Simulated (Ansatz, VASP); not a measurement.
TaTe in VASP and in Ansatz

INCAR

```
  PREC = Accurate
  ENCUT = 520
  EDIFF = 1E-6
  ISMEAR = -4
  SIGMA = 0.1
  LREAL = F
  LASPH = T
  NELM = 150
  ALGO = Normal
  ISIF = 2
  LWAVE = F
  LCHARG = T
  ISPIN = 2
  MAGMOM = 2 0
  LORBIT = 11
  LMAXMIX = 4
  GGA = PE
  LELF = T
  LVHAR = T
  NBANDS = 20
```

KPOINTS

```
Automatic mesh
0
Gamma
  10 10 10
```

File POSCAR:

```
TaTe
1.0
    0.0000000000      2.8479472292      2.8479472292
    2.8479472292      0.0000000000      2.8479472292
    2.8479472292      2.8479472292      0.0000000000
Ta Te
1 1
Direct
    0.5000000000      0.5000000000      0.5000000000
    0.0000000000      0.0000000000      0.0000000000
```

Input for Ansatz:

```yaml
crystal:
  lattice:
    - [0.0, 2.8479472292, 2.8479472292]
    - [2.8479472292, 0.0, 2.8479472292]
    - [2.8479472292, 2.8479472292, 0.0]
  atoms:
    - { symbol: Ta, position: [0.5, 0.5, 0.5], spin: 2.0 }
    - { symbol: Te, position: [0.0, 0.0, 0.0] }
basis:
  ecutwfc: 420
  ecutrho_ratio: 4
  xc_grid: 2
kpoints:
  mp_grid: { grid: [10, 10, 10] }
hamiltonian:
  xc: pbe
scf:
  occupations: { method: tetrahedron_uncorrected }
output:
  forces: true
  stress: true
  write_density: true
  write_potential: true
  elf: true
  volumetric_format: npy
magnetization:
  spin_polarized: true
```

Alike in both runs: task single point; functional PBE; k mesh 10 × 10 × 10; collinear spin.

```csv
,VASP,Ansatz
version,VASP 6.6.1,Ansatz 0.2.0
potentials or method,"VASP PAW PBE potentials, release 64 (Ta_pv, Te), cutoff 520 eV","scalar-relativistic, plane waves, PAW"
occupations,tetrahedron,tetrahedron-uncorrected
valence electrons in the cell,17,29
```

|  | VASP | Ansatz | Ansatz less VASP |
| --- | --- | --- | --- |
| gap on the k mesh at the Fermi level (eV) | none | none | - |
| pressure (GPa) | 0.5 | 0.4 | -0.07 |
| net moment per atom (μB) | 0.03 | 0.00 | -0.026 |
| size of the moment on the site where the two differ most (μB) | 0.03 | 0.00 | -0.034 |

Site moments also hang on the region over which each program counts them. A gap of «none» marks a metal or a gap that the smearing closes. VASP's potentials hold 17 valence electrons a cell and Ansatz's 29, so a difference there can come from the potentials and not from the codes. Ansatz's warnings: band table not solved further, seeded moment not kept.

Neither program's run includes spin-orbit coupling.
